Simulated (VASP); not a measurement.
# N2 in VASP: further runs

The runs below take N2 through single point, relaxation of the atoms, with LDA.

Program: VASP 6.6.1. These are calculated values, not measurements. Logs are shortened: lines on timing, memory, paths and dates and some standing lists are left out, and cuts for length are marked.

### 1 The cell of the first run

The cell holds a molecule in a box, 2 atoms: a = 9.000 Å, b = 9.500 Å, c = 10.000 Å, α = 90.00°, β = 90.00°, γ = 90.00°.

### 2 Single point, LDA

File INCAR:

```
  ALGO = Normal
  EDIFF = 1E-7
  ENCUT = 520
  ISIF = 2
  ISMEAR = -1
  LASPH = True
  LCHARG = False
  LREAL = False
  LWAVE = False
  NBANDS = 12
  NELM = 80
  PREC = Accurate
  SIGMA = 0.05
```

File KPOINTS:

```
k-points
0
Gamma
  1 1 1
```

File POSCAR:

```
N
1.0
    9.0000000000      0.0000000000      0.0000000000
    0.0000000000      9.5000000000      0.0000000000
    0.0000000000      0.0000000000     10.0000000000
N
2
Direct
    0.5000000000      0.5000000000      0.4453381835
    0.5000000000      0.5000000000      0.5546618165
```

Potentials or basis: VASP PAW LDA potentials, release 64 (N).

Launch:

```
> cat potpaw_LDA.64/N/POTCAR > POTCAR
> mpirun -np 1 vasp_gam > vasp.out
```

OUTCAR:

```text
EDIFF = 1E-7
   ENCUT = 520
   ISIF = 2
   ISMEAR = -1
   LASPH = True
   LREAL = False
   NELM = 80
   PREC = Accurate

 ion  position               nearest neighbor table
   1  0.500  0.500  0.445-   2 1.09
   2  0.500  0.500  0.555-   1 1.09

  LATTYP: Found a simple orthorhombic cell.
 ALAT       =     9.0000000000
 B/A-ratio  =     1.0555555556
 C/A-ratio  =     1.1111111111

  Lattice vectors:

 A1 = (   9.0000000000,   0.0000000000,   0.0000000000)
 A2 = (   0.0000000000,   9.5000000000,   0.0000000000)
 A3 = (   0.0000000000,   0.0000000000,  10.0000000000)

Analysis of symmetry for initial positions (statically):
=====================================================================
 Subroutine PRICEL returns:
 Original cell was already a primitive cell.

 Routine SETGRP: Setting up the symmetry group for a
 simple orthorhombic supercell.

 Subroutine GETGRP returns: Found  8 space group operations
 (whereof  8 operations were pure point group operations)
 out of a pool of  8 trial point group operations.

The static configuration has the point symmetry D_2h.

Analysis of symmetry for dynamics (positions and initial velocities):
=====================================================================
 Subroutine PRICEL returns:
 Original cell was already a primitive cell.

 Routine SETGRP: Setting up the symmetry group for a
 simple orthorhombic supercell.

 Subroutine GETGRP returns: Found  8 space group operations
 (whereof  8 operations were pure point group operations)
 out of a pool of  8 trial point group operations.

The dynamic configuration has the point symmetry D_2h.

 Subroutine INISYM returns: Found  8 space group operations
 (whereof  8 operations are pure point group operations),
 and found     1 'primitive' translations

----------------------------------------------------------------------------------------

                                     Primitive cell

  volume of cell :     855.0000

  direct lattice vectors                    reciprocal lattice vectors
     9.000000000  0.000000000  0.000000000     0.111111111  0.000000000  0.000000000
     0.000000000  9.500000000  0.000000000     0.000000000  0.105263158  0.000000000
     0.000000000  0.000000000 10.000000000     0.000000000  0.000000000  0.100000000

  length of vectors
     9.000000000  9.500000000 10.000000000     0.111111111  0.105263158  0.100000000

  position of ions in fractional coordinates (direct lattice)
     0.500000000  0.500000000  0.445338183
     0.500000000  0.500000000  0.554661817

  ion indices of the primitive-cell ions
   primitive index   ion index
                 1           1
                 2           2

----------------------------------------------------------------------------------------

 KPOINTS: k-points

Automatic generation of k-mesh.
 Grid dimensions read from file:
 generate k-points for:    1    1    1

 Generating k-lattice:

  Cartesian coordinates                     Fractional coordinates (reciprocal lattice)
     0.111111111  0.000000000  0.000000000     1.000000000  0.000000000  0.000000000
     0.000000000  0.105263158  0.000000000     0.000000000  1.000000000  0.000000000
     0.000000000  0.000000000  0.100000000     0.000000000  0.000000000  1.000000000

  Length of vectors
     0.111111111  0.105263158  0.100000000

  Shift w.r.t. Gamma in fractional coordinates (k-lattice)
     0.000000000  0.000000000  0.000000000

 Subroutine IBZKPT returns following result:
 ===========================================

 Found      1 irreducible k-points:

 Following reciprocal coordinates:
            Coordinates               Weight
  0.000000  0.000000  0.000000      1.000000
   k-points           NKPTS =      1   k-points in BZ     NKDIM =      1   number of bands    NBANDS=     12
   number of dos      NEDOS =    301   number of ions     NIONS =      2
   total plane-waves  NPLWV = 403200
   dimension x,y,z NGX =    70 NGY =   72 NGZ =   80
   dimension x,y,z NGXF=   140 NGYF=  144 NGZF=  160
   ions per type =               2
   NGX,Y,Z   is equivalent  to a cutoff of  12.93, 12.60, 13.30 a.u.
   NGXF,Y,Z  is equivalent  to a cutoff of  25.86, 25.20, 26.60 a.u.
 SYSTEM =  unknown system
   PREC   = accura    normal or accurate (medium, high low for compatibility)
   ISTART =      0    job   : 0-new  1-cont  2-samecut
   ICHARG =      2    charge: 1-file 2-atom 10-const
   ISPIN  =      1    spin polarized calculation?
   LNONCOLLINEAR =      F non collinear calculations
   LSORBIT =      F    spin-orbit coupling
   LASPH  =      T    aspherical Exc in radial PAW
   ENCUT  =  520.0 eV  38.22 Ry    6.18 a.u.  16.73 17.66 18.59*2*pi/ulx,y,z
   NELM   =     80;   NELMIN=  2; NELMDL= -5     # of ELM steps
   EDIFF  = 0.1E-06   stopping-criterion for ELM
   LREAL  =      F    real-space projection
   EDIFFG = 0.1E-05   stopping-criterion for IOM
   NSW    =      0    number of steps for IOM
   IBRION =     -1    ionic relax: 0-MD 1-quasi-New 2-CG
   NFREE  =      0    steps in history (QN), initial steepest desc. (CG)
   ISIF   =      2    stress and relaxation
   ISYM   =      2    0-nonsym 1-usesym 2-fastsym
   POTIM  = 0.5000    time-step for ionic-motion
   TEBEG  =    0.0;   TEEND  =   0.0 temperature during run
   PSTRESS=    0.0 pullay stress
   NELECT =      10.0000    total number of electrons
   NUPDOWN=      -1.0000    fix difference up-down
   EMIN   =  10.00;   EMAX   =-10.00  energy-range for DOS
   EFERMI =   0.00;   METHOD = LEGACY
   ISMEAR =    -1;   SIGMA  =   0.05  broadening in eV -4-tet -1-fermi 0-gaus
   EFERMI_NEDOS =   21; number of points for ismear=-14 and -15
   IALGO  =     38    algorithm
   IMIX   =      4    mixing-type and parameters
     AMIX     =   0.40;   BMIX     =  1.00
     AMIX_MAG =   1.60;   BMIX_MAG =  1.00
  volume/ion in A,a.u.               =     427.50      2884.91
  Fermi-wavevector in a.u.,A,eV,Ry     =   0.371609  0.702239  1.878872  0.138093
  Thomas-Fermi vector in A             =   1.299861
   LORBIT       =      0    0 simple, 1 ext, 2 COOP (PROOUT), +10 PAW based schemes
   GGA     = CA    functional components
   LHFCALC =     F    Hartree Fock is set to
   AEXX    =    0.0000 exact exchange contribution
   IVDW    =     0    specifies the selected vdW correction
   LEPSILON=     F    determine dielectric tensor
   LRPA    =     F    only Hartree local field effects (RPA)
 non-spin polarized calculation
  energy-cutoff  :      520.00
  volume of cell :      855.00
 maximum number of plane-waves:     11510
 NGX is ok and might be reduce to    70
   NGX = 33   NGY = 35   NGZ = 37

 number of electron      10.0000000 magnetization

 Free energy of the ion-electron system (eV)
  ---------------------------------------------------
  ext. energy  EPLUGINS =         0.00000000
  ---------------------------------------------------
  free energy    TOTEN  =       -17.48254221 eV

  energy without entropy =      -17.48254221  energy(sigma->0) =      -17.48254221

 E-fermi :  -8.9435     XC(G=0):  -0.6666

 val. band max:      -10.1964081104   @ k =   0.0000   0.0000   0.0000
 cond. band min:      -1.9887253283   @ k =   0.0000   0.0000   0.0000
 fundamental gap:      8.2076827822
 Fermi energy:        -8.9435122739

 k-point     1 :       0.0000    0.0000    0.0000
  band No.  band energies     occupation
      1     -28.3416      2.00000
      2     -13.1774      2.00000
      3     -11.7875      2.00000
      4     -11.7875      2.00000
      5     -10.1964      2.00000
      6      -1.9887      0.00000
      7      -1.9883      0.00000
      8      -0.1474      0.00000
      9       1.2541      0.00000
     10       1.3170      0.00000
     11       1.3225      0.00000
     12       1.4863      0.00000

------------------------ aborting loop because EDIFF is reached ----------------------------------------

  FORCE on cell =-STRESS in cart. coord.  units (eV):
  Direction    XX          YY          ZZ          XY          YZ          ZX
  --------------------------------------------------------------------------------------
  -------------------------------------------------------------------------------------
  Total       -0.0371092     -0.0360984      1.6481210      0.0000000      0.0000000      0.0000000
  in kB       -0.0695387     -0.0676445      3.0884000      0.0000000      0.0000000      0.0000000
  external PRESSURE =       0.9837390 kB  Pullay stress =       0.0000000 kB

 VOLUME and BASIS-vectors are now :
 -----------------------------------------------------------------------------
  energy-cutoff  :      520.00
  volume of cell :      855.00
      direct lattice vectors                 reciprocal lattice vectors
     9.000000000  0.000000000  0.000000000     0.111111111  0.000000000  0.000000000
     0.000000000  9.500000000  0.000000000     0.000000000  0.105263158  0.000000000
     0.000000000  0.000000000 10.000000000     0.000000000  0.000000000  0.100000000

 POSITION                                       TOTAL-FORCE (eV/Angst)
 -----------------------------------------------------------------------------------
      4.50000      4.75000      4.45338         0.000000      0.000000     -1.536604
      4.50000      4.75000      5.54662         0.000000      0.000000      1.536604
 -----------------------------------------------------------------------------------
    total drift:                                0.000000      0.000000      0.000000

  FREE ENERGIE OF THE ION-ELECTRON SYSTEM (eV)
  ---------------------------------------------------
  free  energy   TOTEN  =       -17.4825422093 eV

  energy  without entropy=      -17.4825422092  energy(sigma->0) =      -17.48254221
```

Wall time 25 s (1 thread of Oxide Virtual Turin-like, shared host); peak memory 0.45 GiB.

What came out:

```
Free energy                     : -17.4825 eV
Largest force                   : 1.537 eV/Å
Gap between the frontier levels : 8.21 eV
```

Forces in eV/Å, atoms in the order of the input:
```
N    0.000  0.000 -1.537
N    0.000  0.000  1.537
```

Caveat: the standard files for N, O and F lose accuracy on very short bonds.

### 3 Relaxation of the atoms, LDA

File INCAR:

```
ALGO = Normal ; EDIFF = 1E-6
EDIFFG = -0.02 ; ENCUT = 520
GGA = CA ; IBRION = 2
ISIF = 2 ; ISMEAR = -1
LASPH = T ; LCHARG = F
LREAL = F ; LWAVE = F
NELM = 100 ; NSW = 60
PREC = Accurate ; SIGMA = 0.05
```

KPOINTS is that of step 2.

File POSCAR:

```
N
1.0
    9.0000000000      0.0000000000      0.0000000000
    0.0000000000      9.5000000000      0.0000000000
    0.0000000000      0.0000000000     10.0000000000
N
2
Direct
    0.5000000000      0.5000000000      0.4445000000
    0.5000000000      0.5000000000      0.5555000000
```

Potentials or basis: VASP PAW LDA potentials, release 64 (N).

Launch:

```
> cat potpaw_LDA.64/N/POTCAR > POTCAR
> mpirun -np 1 vasp_gam > vasp.out
```

OUTCAR:

```text
EDIFF = 1E-6
   EDIFFG = -0.02
   ENCUT = 520
   GGA = CA
   IBRION = 2
   ISIF = 2
   ISMEAR = -1
   LASPH = T
   LREAL = F
   NELM = 100
   NSW = 60
   PREC = Accurate

 ion  position               nearest neighbor table
   1  0.500  0.500  0.444-   2 1.11
   2  0.500  0.500  0.556-   1 1.11

  LATTYP: Found a simple orthorhombic cell.
 ALAT       =     9.0000000000
 B/A-ratio  =     1.0555555556
 C/A-ratio  =     1.1111111111

  Lattice vectors:

 A1 = (   9.0000000000,   0.0000000000,   0.0000000000)
 A2 = (   0.0000000000,   9.5000000000,   0.0000000000)
 A3 = (   0.0000000000,   0.0000000000,  10.0000000000)

Analysis of symmetry for initial positions (statically):
=====================================================================
 Subroutine PRICEL returns:
 Original cell was already a primitive cell.

 Routine SETGRP: Setting up the symmetry group for a
 simple orthorhombic supercell.

 Subroutine GETGRP returns: Found  8 space group operations
 (whereof  8 operations were pure point group operations)
[... 127 lines left out ...]
 maximum number of plane-waves:     11510
 NGX is ok and might be reduce to    70
   NGX = 33   NGY = 35   NGZ = 37

--------------------------------------- Ionic step        1  -------------------------------------------

 number of electron      10.0000000 magnetization

 Free energy of the ion-electron system (eV)
  ---------------------------------------------------
  ext. energy  EPLUGINS =         0.00000000
  ---------------------------------------------------
  free energy    TOTEN  =       -17.48608012 eV

  energy without entropy =      -17.48608012  energy(sigma->0) =      -17.48608012

------------------------ aborting loop because EDIFF is reached ----------------------------------------

  FORCE on cell =-STRESS in cart. coord.  units (eV):
  Direction    XX          YY          ZZ          XY          YZ          ZX
  --------------------------------------------------------------------------------------
  -------------------------------------------------------------------------------------
  Total       -0.0354996     -0.0344290     -1.2053759      0.0000000      0.0000000      0.0000000
  in kB       -0.0665224     -0.0645162     -2.2587438      0.0000000      0.0000000      0.0000000
  external PRESSURE =      -0.7965941 kB  Pullay stress =       0.0000000 kB
[... 95 lines left out ...]
--------------------------------------- Ionic step        4  -------------------------------------------

 number of electron      10.0000000 magnetization

 Free energy of the ion-electron system (eV)
  ---------------------------------------------------
  ext. energy  EPLUGINS =         0.00000000
  ---------------------------------------------------
  free energy    TOTEN  =       -17.48987319 eV

  energy without entropy =      -17.48987319  energy(sigma->0) =      -17.48987319

 E-fermi :  -8.9353     XC(G=0):  -0.6728

 val. band max:      -10.1882930921   @ k =   0.0000   0.0000   0.0000
 cond. band min:      -2.1015010546   @ k =   0.0000   0.0000   0.0000
 fundamental gap:      8.0867920376
 Fermi energy:        -8.9353373654

 k-point     1 :       0.0000    0.0000    0.0000
  band No.  band energies     occupation
      1     -28.1890      2.00000
      2     -13.2446      2.00000
      3     -11.7058      2.00000
      4     -11.7058      2.00000
      5     -10.1883      2.00000
      6      -2.1015      0.00000
      7      -2.1012      0.00000
      8      -0.1497      0.00000
      9       1.2508      0.00000
[... 27 lines left out ...]
  FREE ENERGIE OF THE ION-ELECTRON SYSTEM (eV)
  ---------------------------------------------------
  free  energy   TOTEN  =       -17.4898731894 eV

  energy  without entropy=      -17.4898731894  energy(sigma->0) =      -17.48987319

 reached required accuracy - stopping structural energy minimisation
```

OSZICAR:

```text
N       E                     dE             d eps       ncg     rms          rms(c)
DAV:   1     0.114421624653E+03    0.11442E+03   -0.22156E+03    18   0.587E+02
DAV:   2     0.231665613370E+02   -0.91255E+02   -0.90942E+02    35   0.946E+01
DAV:   3    -0.156723288845E+02   -0.38839E+02   -0.38778E+02    18   0.103E+02
[... 44 lines left out ...]
DAV:  12    -0.174898647232E+02   -0.19124E-05   -0.10474E-07    18   0.218E-03    0.176E-04
DAV:  13    -0.174898653095E+02   -0.58624E-06   -0.73798E-09    18   0.540E-04
   3 F= -.17489865E+02 E0= -.17489865E+02  d E =-.378519E-02
       N       E                     dE             d eps       ncg     rms          rms(c)
DAV:   1    -0.174898740096E+02   -0.92864E-05   -0.28958E-04    18   0.171E-01    0.783E-03
DAV:   2    -0.174898731894E+02    0.82022E-06   -0.33403E-06    18   0.180E-02
   4 F= -.17489873E+02 E0= -.17489873E+02  d E =-.379307E-02
```

CONTCAR:

```text
N
   1.00000000000000
     9.0000000000000000    0.0000000000000000    0.0000000000000000
     0.0000000000000000    9.5000000000000000    0.0000000000000000
     0.0000000000000000    0.0000000000000000   10.0000000000000000
  N
     2
Direct
     0.5000000000000000    0.5000000000000000    0.4448546449839654
     0.5000000000000000    0.5000000000000000    0.5551453550160346

  0.00000000E+00  0.00000000E+00  0.00000000E+00
  0.00000000E+00  0.00000000E+00  0.00000000E+00
```

Wall time 67 s (1 thread of Oxide Virtual Turin-like, shared host); peak memory 0.48 GiB.

Results:

| Property | Result |
| --- | --- |
| Free energy | -17.4899 eV |
| Energy gained by relaxing | 1.9 meV/atom |
| Ionic steps | 4 |
| Gap between the frontier levels | 8.09 eV |

Forces in eV/Å, atoms in the order of the input:
```
N    0.000  0.000 -0.003
N    0.000  0.000  0.003
```

The path:
| step | energy change (eV) | largest force (eV/Å) | pressure (GPa) |
| --- | --- | --- | --- |
| 1 | 0.0000 | 1.0583 | -0.08 |
| 2 | 0.8862 | 21.1637 | 1.32 |
| 3 | -0.0038 | 0.0479 | 0.00 |
| 4 | -0.0038 | 0.0025 | -0.01 |

Final structure:
```yaml
crystal:
  lattice:
    - [9.00000, 0.00000, 0.00000]
    - [0.00000, 9.50000, 0.00000]
    - [0.00000, 0.00000, 10.00000]
  atoms:
    - { symbol: N, position: [0.50000, 0.50000, 0.44485] }
    - { symbol: N, position: [0.50000, 0.50000, 0.55515] }
```

Levels at points of the mesh, in eV from the valence-band top:
```csv
k point,band 3,band 4,band 5,band 6,band 7,band 8
"(0.00, 0.00, 0.00)",-1.52,-1.52,0.00,8.09,8.09,10.04
```

Caveat: the standard files for N, O and F lose accuracy on very short bonds.
